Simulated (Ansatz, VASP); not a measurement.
# Al3C4: VASP beside Ansatz

```xyz
7
Lattice="4.1396 0.0000 0.0000 0.0000 4.1396 0.0000 0.0000 0.0000 4.7833" Properties=species:S:1:pos:R:3 pbc="T T T"
Al    0.0000    0.0000    1.2434
Al    0.0000    0.0000    3.5399
Al    2.0698    2.0698    0.0000
C     1.3262    1.3262    2.3917
C     2.8134    2.8134    2.3917
C     2.8134    1.3262    2.3917
C     1.3262    2.8134    2.3917
```

Alike in both runs: task relaxation of cell and atoms; functional PBE; k mesh 10 × 10 × 8; occupations gaussian, width 0.1 eV; no spin polarisation.

```csv
,VASP,Ansatz
version,VASP 6.6.1,Ansatz 0.2.0
potentials or method,"VASP PAW PBE potentials, release 64 (Al, C), cutoff 600 eV","scalar-relativistic, plane waves, PAW"
valence electrons in the cell,25,25
```

```tsv
	VASP	Ansatz	Ansatz less VASP
gap on the k mesh at the Fermi level, each at its own relaxed structure (eV)	none	none	-
relaxed volume (Å³/atom)	11.70	11.71	+0.015
relaxed length of the cell vector where the two differ most in proportion (Å)	4.900	4.904	+0.0042
```

A gap of «none» marks a metal or a gap that the smearing closes.

Noted on VASP's run: too few bands were computed for a metal, which touches its energy and stress.
